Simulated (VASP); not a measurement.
# TiO2 (P4_2/mnm) in VASP: single point with r2SCAN+U

Aim: the single point of TiO2 with r2SCAN+U.

Everything below comes from runs of VASP 6.6.1. Logs are shortened: lines on timing, memory, paths and dates and some standing lists are left out, and cuts for length are marked.

### 1 The cell of the first run

It takes space group P4_2/mnm (No. 136, tetragonal). The conventional cell has a = 4.597 Å, b = 4.597 Å, c = 2.993 Å, α = 90.00°, β = 90.00°, γ = 90.00°. Ti (site symmetry mmm) has 6 O at 1.96 to 1.98 Å within 2.6 Å. Within 2.6 Å of O (site symmetry m2m) lie 3 Ti at 1.96 to 1.98 Å and 1 O at 2.53 Å.

### 2 Single point, r2SCAN+U

Contents of POSCAR:

```
TiO2
1.0
   -2.9932797520      3.2506764883      3.2506731986
    2.9932797520     -3.2506764883      3.2506731986
    2.9932797520      3.2506764883     -3.2506731986
Ti O
4 8
Direct
    0.5000053441      0.7500053441      0.7500000000
    0.4999946559      0.2499946559      0.2500000000
    0.0000000000      0.0000000000      0.5000000000
    0.0000000000      0.5000000000      0.0000000000
    0.3051562339      0.3051622686      0.5000060347
    0.1948394520      0.2499956249      0.9448438272
    0.3051562339      0.8051501992      0.9999939653
    0.8051517977      0.2499956249      0.5551561728
    0.1948482023      0.7500043751      0.4448438272
    0.8051605480      0.7500043751      0.0551561728
    0.6948437661      0.1948498008      0.0000060347
    0.6948437661      0.6948377314      0.4999939653
```

Contents of INCAR.step1:

```
PREC = Accurate
ENCUT = 520
ISMEAR = 0
SIGMA = 0.05
LREAL = F
LASPH = T
NELM = 150
LMAXMIX = 4
LDAU = T
LDAUTYPE = 2
LDAUL = 2 -1
LDAUU = 4 0
LDAUJ = 0 0
NBANDS = 60
GGA = PE
ALGO = Normal
EDIFF = 1E-4
LWAVE = T
LCHARG = F
```

Contents of INCAR.step2:

```
PREC = Accurate
ENCUT = 520
EDIFF = 1E-6
ISMEAR = 0
SIGMA = 0.05
LREAL = F
LASPH = T
NELM = 150
ALGO = Normal
ISIF = 2
LWAVE = F
LCHARG = T
LMAXMIX = 4
LDAU = T
LDAUTYPE = 2
LDAUL = 2 -1
LDAUU = 4 0
LDAUJ = 0 0
LDAUPRINT = 1
METAGGA = R2SCAN
LMIXTAU = T
LELF = T
LVHAR = T
NBANDS = 60
ISTART = 1
```

Contents of KPOINTS:

```
Automatic mesh
0
Gamma
  6 6 6
```

Potentials or basis: VASP PAW PBE potentials, release 64 (Ti_sv, O).

Run with:

```console
$ cat potpaw_PBE.64/Ti_sv/POTCAR potpaw_PBE.64/O/POTCAR > POTCAR
$ cp INCAR.step1 INCAR
$ mpirun -np 1 vasp_std > vasp.out
$ cp INCAR.step2 INCAR
$ mpirun -np 1 vasp_std > vasp.out
```

OUTCAR:

```text
PREC = Accurate
   ENCUT = 520
   EDIFF = 1E-6
   ISMEAR = 0
   LREAL = F
   LASPH = T
   NELM = 150
   ISIF = 2
   METAGGA = R2SCAN
   ISTART = 1

 ion  position               nearest neighbor table
   1  0.500  0.750  0.750-   7 1.96   5 1.96  12 1.96  11 1.96   9 1.98  10 1.98
   2  0.500  0.250  0.250-  11 1.96  12 1.96   5 1.96   7 1.96   8 1.98   6 1.98
   3  0.000  0.000  0.500-   8 1.96   9 1.96   6 1.96  10 1.96   5 1.98  12 1.98
   4  0.000  0.500  0.000-   6 1.96  10 1.96   9 1.96   8 1.96   7 1.98  11 1.98
   5  0.305  0.305  0.500-   1 1.96   2 1.96   3 1.98
   6  0.195  0.250  0.945-   4 1.96   3 1.96   2 1.98
   7  0.305  0.805  1.000-   1 1.96   2 1.96   4 1.98
   8  0.805  0.250  0.555-   3 1.96   4 1.96   2 1.98
   9  0.195  0.750  0.445-   3 1.96   4 1.96   1 1.98
  10  0.805  0.750  0.055-   4 1.96   3 1.96   1 1.98
  11  0.695  0.195  0.000-   2 1.96   1 1.96   4 1.98
  12  0.695  0.695  0.500-   2 1.96   1 1.96   3 1.98

  LATTYP: Found a body centered tetragonal cell.
 ALAT       =     6.5013529766
 C/A-ratio  =     0.9208174861

  Lattice vectors:

 A1 = (  -2.9932797520,   3.2506764883,  -3.2506731986)
 A2 = (  -2.9932797520,  -3.2506764883,   3.2506731986)
 A3 = (   2.9932797520,   3.2506764883,   3.2506731986)

Analysis of symmetry for initial positions (statically):
=====================================================================
 Subroutine PRICEL returns:
 Original cell was already a primitive cell.

 Routine SETGRP: Setting up the symmetry group for a
 body centered tetragonal supercell.

 Subroutine GETGRP returns: Found  8 space group operations
 (whereof  4 operations were pure point group operations)
 out of a pool of 16 trial point group operations.

The static configuration has the point symmetry C_2h.
 The point group associated with its full space group is D_2h.

Analysis of symmetry for dynamics (positions and initial velocities):
=====================================================================
 Subroutine PRICEL returns:
 Original cell was already a primitive cell.

 Routine SETGRP: Setting up the symmetry group for a
 body centered tetragonal supercell.

 Subroutine GETGRP returns: Found  8 space group operations
 (whereof  4 operations were pure point group operations)
 out of a pool of 16 trial point group operations.

The dynamic configuration has the point symmetry C_2h.
 The point group associated with its full space group is D_2h.

 Subroutine INISYM returns: Found  8 space group operations
 (whereof  4 operations are pure point group operations),
 and found     1 'primitive' translations

----------------------------------------------------------------------------------------

                                     Primitive cell

  volume of cell :     126.5186

  direct lattice vectors                    reciprocal lattice vectors
    -2.993279752  3.250676488  3.250673199     0.000000000  0.153814137  0.153814293
     2.993279752 -3.250676488  3.250673199     0.167040852  0.000000000  0.153814293
     2.993279752  3.250676488 -3.250673199     0.167040852  0.153814137  0.000000000

  length of vectors
     5.485754055  5.485754055  5.485754055     0.217526149  0.227071537  0.227071432

  position of ions in fractional coordinates (direct lattice)
     0.500005344  0.750005344  0.750000000
     0.499994656  0.249994656  0.250000000
     0.000000000  0.000000000  0.500000000
     0.000000000  0.500000000  0.000000000
     0.305156234  0.305162269  0.500006035
     0.194839452  0.249995625  0.944843827
     0.305156234  0.805150199  0.999993965
     0.805151798  0.249995625  0.555156173
     0.194848202  0.750004375  0.444843827
     0.805160548  0.750004375  0.055156173
     0.694843766  0.194849801  0.000006035
     0.694843766  0.694837731  0.499993965

  ion indices of the primitive-cell ions
   primitive index   ion index
                 1           1
                 2           2
                 3           3
                 4           4
                 5           5
                 6           6
                 7           7
[... 21 lines left out ...]
  Length of vectors
     0.036254358  0.037845256  0.037845239

  Shift w.r.t. Gamma in fractional coordinates (k-lattice)
     0.000000000  0.000000000  0.000000000

 Subroutine IBZKPT returns following result:
 ===========================================

 Found     46 irreducible k-points:

 Following reciprocal coordinates:
            Coordinates               Weight
  0.000000  0.000000  0.000000      1.000000
  0.166667 -0.000000  0.000000      4.000000
  0.333333 -0.000000  0.000000      4.000000
  0.500000 -0.000000  0.000000      2.000000
  0.000000  0.166667  0.000000      4.000000
 -0.166667  0.166667 -0.000000      4.000000
[... 16 lines left out ...]
 -0.166667  0.166667  0.166667      2.000000
  0.166667  0.333333  0.166667      4.000000
 [... further k-points ...]
   k-points           NKPTS =     46   k-points in BZ     NKDIM =     46   number of bands    NBANDS=     60
   number of dos      NEDOS =    301   number of ions     NIONS =     12
   total plane-waves  NPLWV =  74088
   dimension x,y,z NGX =    42 NGY =   42 NGZ =   42
   dimension x,y,z NGXF=    84 NGYF=   84 NGZF=   84
   ions per type =               4   8
   NGX,Y,Z   is equivalent  to a cutoff of  12.73, 12.73, 12.73 a.u.
   NGXF,Y,Z  is equivalent  to a cutoff of  25.46, 25.46, 25.46 a.u.
 SYSTEM =  unknown system
   PREC   = accura    normal or accurate (medium, high low for compatibility)
   ISTART =      1    job   : 0-new  1-cont  2-samecut
   ICHARG =      0    charge: 1-file 2-atom 10-const
   ISPIN  =      1    spin polarized calculation?
   LNONCOLLINEAR =      F non collinear calculations
   LSORBIT =      F    spin-orbit coupling
   LASPH  =      T    aspherical Exc in radial PAW
   ENCUT  =  520.0 eV  38.22 Ry    6.18 a.u.  10.20 10.20 10.20*2*pi/ulx,y,z
   NELM   =    150;   NELMIN=  2; NELMDL=  0     # of ELM steps
   EDIFF  = 0.1E-05   stopping-criterion for ELM
   LREAL  =      F    real-space projection
   EDIFFG = 0.1E-04   stopping-criterion for IOM
   NSW    =      0    number of steps for IOM
   IBRION =     -1    ionic relax: 0-MD 1-quasi-New 2-CG
   NFREE  =      0    steps in history (QN), initial steepest desc. (CG)
   ISIF   =      2    stress and relaxation
   ISYM   =      2    0-nonsym 1-usesym 2-fastsym
   POTIM  = 0.5000    time-step for ionic-motion
   TEBEG  =    0.0;   TEEND  =   0.0 temperature during run
   PSTRESS=    0.0 pullay stress
   NELECT =      96.0000    total number of electrons
   NUPDOWN=      -1.0000    fix difference up-down
   EMIN   =  10.00;   EMAX   =-10.00  energy-range for DOS
   EFERMI =   0.00;   METHOD = LEGACY
   ISMEAR =     0;   SIGMA  =   0.05  broadening in eV -4-tet -1-fermi 0-gaus
   EFERMI_NEDOS =   21; number of points for ismear=-14 and -15
   IALGO  =     38    algorithm
   IMIX   =      4    mixing-type and parameters
     AMIX     =   0.40;   BMIX     =  1.00
     AMIX_MAG =   1.60;   BMIX_MAG =  1.00
  volume/ion in A,a.u.               =      10.54        71.15
  Fermi-wavevector in a.u.,A,eV,Ry     =   1.493186  2.821712 30.335593  2.229603
  Thomas-Fermi vector in A             =   2.605618
   LORBIT       =      0    0 simple, 1 ext, 2 COOP (PROOUT), +10 PAW based schemes
 LDA+U is selected, type is set to LDAUTYPE =  2
   angular momentum for each species LDAUL =     2   -1
   U (eV)           for each species LDAUU =   4.0  0.0
   J (eV)           for each species LDAUJ =   0.0  0.0
   METAGGA = R2SCAN    functional components
   LHFCALC =     F    Hartree Fock is set to
   AEXX    =    0.0000 exact exchange contribution
   IVDW    =     0    specifies the selected vdW correction
   LEPSILON=     F    determine dielectric tensor
   LRPA    =     F    only Hartree local field effects (RPA)
 non-spin polarized calculation
 Gauss-broadening in eV      SIGMA  =   0.05
  energy-cutoff  :      520.00
  volume of cell :      126.52
 maximum number of plane-waves:      3428
 NGX is ok and might be reduce to    42
   NGX = 21   NGY = 21   NGZ = 21

atom =   1  type =  1  l = 2

 onsite density matrix

spin component  1
[... 116 lines left out ...]
  o =  0.0715  v =  0.0000 -0.0000  0.0663 -0.0000  0.9978  0.0000  0.0000  0.0000  0.0000  0.0000      0.0000  0.0000  0.0000  0.0000  0.0000  0.0000  0.0000  0.0000  0.0000  0.0000
  o =  0.0715  v =  0.0000  0.0000  0.0000  0.0000  0.0000  0.0000 -0.0000  0.0663 -0.0000  0.9978      0.0000  0.0000  0.0000  0.0000  0.0000  0.0000  0.0000  0.0000  0.0000  0.0000
  o =  0.0883  v =  0.0000  0.0000  0.0000  1.0000 -0.0000  0.0000  0.0000  0.0000  0.0000  0.0000      0.0000  0.0000  0.0000  0.0000  0.0000  0.0000  0.0000  0.0000  0.0000  0.0000
  o =  0.0883  v =  0.0000  0.0000  0.0000  0.0000  0.0000  0.0000  0.0000  0.0000  1.0000 -0.0000      0.0000  0.0000  0.0000  0.0000  0.0000  0.0000  0.0000  0.0000  0.0000  0.0000
  o =  0.0900  v =  0.0000  0.0000  0.0000  0.0000  0.0000 -0.0000  1.0000  0.0000 -0.0000  0.0000      0.0000  0.0000  0.0000  0.0000  0.0000  0.0000  0.0000  0.0000  0.0000  0.0000
  o =  0.0900  v = -0.0000  1.0000  0.0000 -0.0000  0.0000  0.0000  0.0000  0.0000  0.0000  0.0000      0.0000  0.0000  0.0000  0.0000  0.0000  0.0000  0.0000  0.0000  0.0000  0.0000
  o =  0.2417  v =  0.0000  0.0000  0.0000  0.0000  0.0000  0.0000 -0.0000  0.9978 -0.0000 -0.0663      0.0000  0.0000  0.0000  0.0000  0.0000  0.0000  0.0000  0.0000  0.0000  0.0000
  o =  0.2417  v =  0.0000 -0.0000  0.9978 -0.0000 -0.0663  0.0000  0.0000  0.0000  0.0000  0.0000      0.0000  0.0000  0.0000  0.0000  0.0000  0.0000  0.0000  0.0000  0.0000  0.0000
  o =  0.2649  v = -1.0000 -0.0000 -0.0000  0.0000  0.0000  0.0000  0.0000  0.0000  0.0000  0.0000      0.0000  0.0000  0.0000  0.0000  0.0000  0.0000  0.0000  0.0000  0.0000  0.0000
  o =  0.2649  v =  0.0000  0.0000  0.0000  0.0000  0.0000 -1.0000 -0.0000 -0.0000  0.0000  0.0000      0.0000  0.0000  0.0000  0.0000  0.0000  0.0000  0.0000  0.0000  0.0000  0.0000

 number of electron      95.9999965 magnetization

 Free energy of the ion-electron system (eV)
  ---------------------------------------------------
  ext. energy  EPLUGINS =         0.00000000
  ---------------------------------------------------
  free energy    TOTEN  =      -129.44390659 eV

  energy without entropy =     -129.44390659  energy(sigma->0) =     -129.44390659

 E-fermi :   4.9769     XC(G=0): -12.0901

 val. band max:        4.7235275211   @ k =   0.0000   0.0000   0.0000
 cond. band min:       7.5068762517   @ k =   0.0000   0.0000   0.0000
 fundamental gap:      2.7833487306
 Fermi energy:         4.9768980471

 k-point     1 :       0.0000    0.0000    0.0000
  band No.  band energies     occupation
      1     -55.5032      2.00000
      2     -55.4873      2.00000
      3     -55.4614      2.00000
      4     -55.4614      2.00000
      5     -30.8832      2.00000
      6     -30.8832      2.00000
[... 1501 lines left out ...]
     59       9.2674      0.00000
     60       9.2675      0.00000

 [... further k-points ...]

------------------------ aborting loop because EDIFF is reached ----------------------------------------

  FORCE on cell =-STRESS in cart. coord.  units (eV):
  Direction    XX          YY          ZZ          XY          YZ          ZX
  --------------------------------------------------------------------------------------
  -------------------------------------------------------------------------------------
  Total        4.3738454      3.5391478      3.5392167      0.0000000      0.0000000      0.0000000
  in kB       55.3885056     44.8182533     44.8191249      0.0000000      0.0000000      0.0000000
  external PRESSURE =      48.3419612 kB  Pullay stress =       0.0000000 kB

 VOLUME and BASIS-vectors are now :
 -----------------------------------------------------------------------------
  energy-cutoff  :      520.00
  volume of cell :      126.52
      direct lattice vectors                 reciprocal lattice vectors
    -2.993279752  3.250676488  3.250673199     0.000000000  0.153814137  0.153814293
     2.993279752 -3.250676488  3.250673199     0.167040852  0.000000000  0.153814293
     2.993279752  3.250676488 -3.250673199     0.167040852  0.153814137  0.000000000

 POSITION                                       TOTAL-FORCE (eV/Angst)
 -----------------------------------------------------------------------------------
      2.99328      1.62534      1.62537        -0.000000     -0.000000     -0.000040
      0.00000      1.62534      1.62530        -0.000000     -0.000000      0.000040
      1.49664      1.62534     -1.62534        -0.000000     -0.000000     -0.000000
      1.49664     -1.62534      1.62534        -0.000000     -0.000000     -0.000000
      1.49668      1.62534      0.35859        -0.000175      0.000000     -0.139458
      2.99328      2.89209     -1.62537        -0.000000      0.139417     -0.000034
      4.48988      1.62534      0.35859         0.000175     -0.000000     -0.139458
      0.00000      3.60927      1.62531         0.000000     -0.139417     -0.000034
      2.99328     -0.35859      1.62537        -0.000000      0.139417      0.000034
     -0.00000      0.35859      4.87604         0.000000     -0.139417      0.000034
     -1.49660      1.62534      2.89208        -0.000175     -0.000000      0.139458
      1.49660      1.62534      2.89208         0.000175     -0.000000      0.139458
 -----------------------------------------------------------------------------------
    total drift:                                0.000000     -0.000000     -0.000000

  FREE ENERGIE OF THE ION-ELECTRON SYSTEM (eV)
  ---------------------------------------------------
  free  energy   TOTEN  =      -129.4439065906 eV

  energy  without entropy=     -129.4439065906  energy(sigma->0) =     -129.44390659
```

It took 53 min on 1 thread of Oxide Virtual Turin-like, shared host; peak memory 0.42 GiB.

Results:

- Free energy: -129.4439 eV
- Pressure: 4.8 GPa
- Largest force: 0.139 eV/Å
- Band gap on the k mesh: 2.78 eV

Forces in eV/Å, atoms in the order of the input:
```
Ti   0.000  0.000  0.000
Ti   0.000  0.000  0.000
Ti   0.000  0.000  0.000
Ti   0.000  0.000  0.000
O    0.000  0.000 -0.139
O    0.000  0.139  0.000
O    0.000  0.000 -0.139
O    0.000 -0.139  0.000
O    0.000  0.139  0.000
O    0.000 -0.139  0.000
O    0.000  0.000  0.139
O    0.000  0.000  0.139
```

Eigenvalues of the final occupation matrices:
```
    site  spin  trace               eigenvalues
site 1 d     1   0.76  0.07 0.09 0.09 0.24 0.26
site 1 d     2   0.76  0.07 0.09 0.09 0.24 0.26
site 2 d     1   0.76  0.07 0.09 0.09 0.24 0.26
site 2 d     2   0.76  0.07 0.09 0.09 0.24 0.26
site 3 d     1   0.76  0.07 0.09 0.09 0.24 0.26
site 3 d     2   0.76  0.07 0.09 0.09 0.24 0.26
site 4 d     1   0.76  0.07 0.09 0.09 0.24 0.26
site 4 d     2   0.76  0.07 0.09 0.09 0.24 0.26
```

Caveat: the cell stands under pressure; the PAW data sets were made with another functional, which shifts forces and pressure a little. A k mesh can miss the band edges.
